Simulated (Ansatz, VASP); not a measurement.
# P: VASP beside Ansatz

```xyz
1
Lattice="4.3610 0.0000 0.0000 0.0000 4.3610 0.0000 0.0000 0.0000 4.2029" Properties=species:S:1:pos:R:3 pbc="T T T"
P     0.0000    0.0000    0.0000
```

Change from the starting cell: z stretched by -4 % at fixed volume, crystal datasets.

Alike in both runs: task electric field gradients; functional PBE; k mesh 10 × 10 × 9; occupations fermi-dirac, width 0.08 eV; no spin polarisation.

|  | VASP | Ansatz |
| --- | --- | --- |
| version | VASP 6.6.1 | Ansatz 0.2.0 |
| potentials or method | VASP PAW PBE potentials, release 64 (P), cutoff 520 eV | all-electron PAW with datasets made for the crystal, scalar-relativistic |

Ansatz gave:

* pressure (GPa): -3.5
* traceless stress, the component that is largest in VASP (GPa): -0.39
* size of Vzz on the site where it differs most (V/Å²): 2.8

Question: Estimate VASP's values.

Answer: Pressure (GPa): -3.5; traceless stress, the component that is largest in VASP (GPa): -0.39; size of Vzz on the site where it differs most (V/Å²): 2.9.

Ansatz ran all-electron here, and VASP with PAW potentials.
